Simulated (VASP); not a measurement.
Wanted: the native input for a VASP 6.6.1 run.

```
Task                   : single point
Functional             : PBE
Potentials or basis    : VASP PAW PBE potentials, release 64 (Cs_sv, Ge_d)
Cutoff                 : 520 eV
k mesh                 : 4 × 4 × 4
Occupations            : gaussian, width 0.1 eV
Spin                   : no spin polarisation
Dipole correction      : no
Further INCAR settings : ALGO = Normal; EDIFF = 1e-06; NBANDS = 38
```

The structure of Cs2Ge3 lies in POSCAR:

```
Cs2Ge3
1.0
    6.0426812528      0.0000000000      0.0000000000
    0.0000000000      6.0426812528      0.0000000000
    0.0000000000      0.0000000000      6.0426812528
Cs Ge
2 3
Direct
    0.0000000000      0.0000000000      0.0000000000
    0.5000000000      0.5000000000      0.5000000000
    0.0000000000      0.5000000000      0.5000000000
    0.5000000000      0.0000000000      0.5000000000
    0.5000000000      0.5000000000      0.0000000000
```

The cell was generated, and may not be a known phase.

The input as run:

INCAR

```
PREC = Accurate ; ENCUT = 520
EDIFF = 1E-6 ; ISMEAR = 0
SIGMA = 0.1 ; LREAL = F
LASPH = T ; NELM = 80
ALGO = Normal ; ISIF = 2
LWAVE = F ; LCHARG = F
GGA = PE ; NBANDS = 38
```

KPOINTS

```
Automatic mesh
0
Gamma
  4 4 4
```

Potentials or basis: VASP PAW PBE potentials, release 64 (Cs_sv, Ge_d).

Command:

```sh
$ cat potpaw_PBE.64/Cs_sv/POTCAR potpaw_PBE.64/Ge_d/POTCAR > POTCAR
$ mpirun -np 1 vasp_std > vasp.out
```

Results of the run:

The pressure is 0.0 GPa and the band gap on the k mesh is zero (bands 30 and 31 overlap by 1.02 eV).

Caveat: spin-orbit coupling is left out, which moves the levels of the heavy elements.

Run time: 100 s on 1 thread of Oxide Virtual Turin-like Processor, with other jobs on the host, peak memory 0.31 GiB.
